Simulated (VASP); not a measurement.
The system is Ti.

```
Ti
1.0
     2.91013    0.00000    0.00000
    -1.45507    2.52025    0.00000
     0.00000    0.00000    4.61675
Ti
2
Direct
  0.66667 0.33333 0.75000
  0.33333 0.66667 0.25000
```

Base run:

```yaml
Program: VASP 6.6.1
Functional: r2SCAN
Potentials_or_basis: VASP PAW PBE potentials, release 64 (Ti_sv)
Cutoff: 520 eV
k_mesh: 10 × 10 × 6
Occupations: fermi-dirac, width 0.05 eV
Spin: no spin polarisation
```

Its results: band gap on the k mesh zero (bands 12 and 13 overlap by 1.22 eV); pressure 3.1 GPa.

Question: The run is repeated on the same cell with these changes: functional from r2SCAN to PBEsol-based global hybrid with 25 % exact exchange; k mesh from 10 × 10 × 6 to 5 × 5 × 3. What comes out?

Answer: Band gap on the k mesh zero (bands 12 and 13 overlap by 1.84 eV); pressure -3.1 GPa.

Several settings changed at once.

Caveats: some runs use coarse meshes; the PAW data sets were made with another functional, which shifts forces and pressure a little; the cell stands under pressure (at least some runs).
